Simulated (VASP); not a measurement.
TiB2:

```xyz
3
Lattice="3.0292 0.0000 0.0000 -1.5146 2.6234 0.0000 0.0000 0.0000 3.2284" Properties=species:S:1:pos:R:3 pbc="T T T"
Ti    0.0000    0.0000    0.0000
B     0.0000    1.7489    1.6142
B     1.5146    0.8745    1.6142
```

* Program: VASP 6.6.1
* Task: relaxation of cell and atoms
* Functional: LDA
* Potentials or basis: VASP PAW LDA potentials, release 64 (Ti_sv, B)
* Cutoff: 600 eV
* k mesh: 16 × 16 × 14
* Occupations: gaussian, width 0.2 eV
* Spin: no spin polarisation

At the start: pressure -10.8 GPa; volume 8.55 Å³/atom.

Question: Where does the relaxation end?

Answer: Over 13 steps the energy falls by 12.9 meV/atom and the volume is 8.19 Å³/atom (-4.2 %); space group P6/mmm (No. 191, to 0.1 Å) before and after.

Step by step:
```csv
step,energy change (eV),largest force (eV/Å),pressure (GPa),volume (Å³)
1,0.0000,0.0000,-10.77,25.66
2,0.0010,0.0000,12.71,23.58
3,-0.0373,0.0000,0.03,24.60
4,-0.0373,0.0000,0.23,24.58
5,-0.0386,0.0000,0.16,24.56
6,-0.0386,0.0000,0.16,24.56
7,-0.0386,0.0000,-0.10,24.59
8,-0.0386,0.0000,-0.06,24.57
9,-0.0386,0.0000,-0.02,24.57
10,-0.0386,0.0000,0.03,24.57
11,-0.0386,0.0000,0.02,24.57
12,-0.0386,0.0000,0.04,24.57
13,-0.0386,0.0000,0.01,24.57
```

Final structure:
```yaml
crystal:
  lattice:
    - [2.99555, 0.00000, 0.00000]
    - [-1.49777, 2.59422, 0.00000]
    - [0.00000, 0.00000, 3.16192]
  atoms:
    - { symbol: Ti, position: [0.00000, 0.00000, 0.00000] }
    - { symbol: B, position: [0.33333, 0.66667, 0.50000] }
    - { symbol: B, position: [0.66667, 0.33333, 0.50000] }
```
